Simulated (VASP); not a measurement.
A run of VASP 6.6.1 is set up as follows.

INCAR

```
SYSTEM = NaLi2
PREC = Accurate
ENCUT = 520
EDIFF = 1E-8
ISMEAR = -1
SIGMA = 0.15
LREAL = .False.
LASPH = .True.
NELM = 60
ALGO = Normal
ISIF = 2
LWAVE = .False.
LCHARG = .False.
GGA = PE
IBRION = 8
NSW = 1
KPAR = 4
```

The input KPOINTS:

```
Automatic mesh
0
Gamma
  12 12 4
  0 0 0
```

The input POSCAR:

```
NaLi2
1.0
    3.3349349584      0.0000000028      0.0000000000
   -1.6674674816      2.8881383925      0.0000000000
    0.0000000000      0.0000000000     16.0801935550
Na Li
2 4
Direct
    0.6666666667      0.3333333333      0.3252388439
    0.6666666667      0.3333333333      0.6747611561
    0.0000000000      0.0000000000      0.8507826699
    0.3333333333      0.6666666667      0.0000000000
    0.0000000000      0.0000000000      0.1492173301
    0.0000000000      0.0000000000      0.5000000000
```

Potentials or basis: VASP PAW PBE potentials, release 64 (Na_pv, Li_sv).

Command:

```bash
$ cat potpaw_PBE.64/Na_pv/POTCAR potpaw_PBE.64/Li_sv/POTCAR > POTCAR
$ mpirun -np 4 vasp_std > vasp.out
```

(1) Predict the highest phonon frequency at Γ.

Answers

(1) 287 cm⁻¹.
